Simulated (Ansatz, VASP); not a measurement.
## Be: VASP beside Ansatz

```
Be
1.0
     2.06156    0.00000    0.00000
     0.00000    2.06156    0.00000
     0.00000    0.00000    2.06156
Be
1
Direct
  0.00000 0.00000 0.00000
```

Alike in both runs: task relaxation of cell and atoms; functional BLYP; k mesh 15 × 15 × 15; occupations fermi-dirac, width 0.1 eV; no spin polarisation.

```csv
,VASP,Ansatz
version,VASP 6.6.1,Ansatz 0.2.0
potentials or method,"VASP PAW PBE potentials, release 64 (Be), cutoff 600 eV","plane waves (420 eV) with PAW, scalar-relativistic"
valence electrons in the cell,2,2
```

|  | VASP | Ansatz | Ansatz less VASP |
| --- | --- | --- | --- |
| relaxed volume (Å³/atom) | 10.53 | 10.51 | -0.015 |
| relaxed cell length with the largest relative difference (Å) | 2.192 | 2.191 | -0.0011 |

VASP's potentials were made for PBE, not for BLYP.

Noted on VASP's run: the volume moved by over 15 % at a fixed basis, so the end points are rough.
